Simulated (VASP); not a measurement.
BaTiO3:

```xyz
5
Lattice="2.8400 1.6397 2.3314 -2.8400 1.6397 2.3314 0.0000 -3.2793 2.3314" Properties=species:S:1:pos:R:3 pbc="T T T"
Ba    0.0000    0.0000   -0.0224
Ti    0.0000    0.0000    3.3805
O     0.0000    1.6082    2.4224
O    -1.3928   -0.8041    2.4224
O     1.3928   -0.8041    2.4224
```

Program: VASP 6.6.1. Alike in all runs: task single point; potentials or basis VASP PAW PBE potentials, release 64 (Ba_sv, Ti_sv, O); no spin polarisation; cell as given.

Task: Order these runs on this cell by their pressure, lowest first.
A. level r2SCANh; k mesh 4 × 4 × 4; cutoff (eV) 580; smearing gaussian 0.01 eV; grid for exact exchange (PRECFOCK) Normal; share of exact exchange 0.1
B. level PBE; k mesh 6 × 6 × 6; cutoff (eV) 520; smearing fermi-dirac 0.02 eV
C. level r2SCAN; k mesh 6 × 6 × 6; cutoff (eV) 520; smearing gaussian 0.01 eV

Result: A (0.2 GPa), C (1.9 GPa), B (4.9 GPa).

Caveats: the PAW data sets were made with another functional, which shifts forces and pressure a little (at least some runs); the cell stands under pressure (at least some runs).
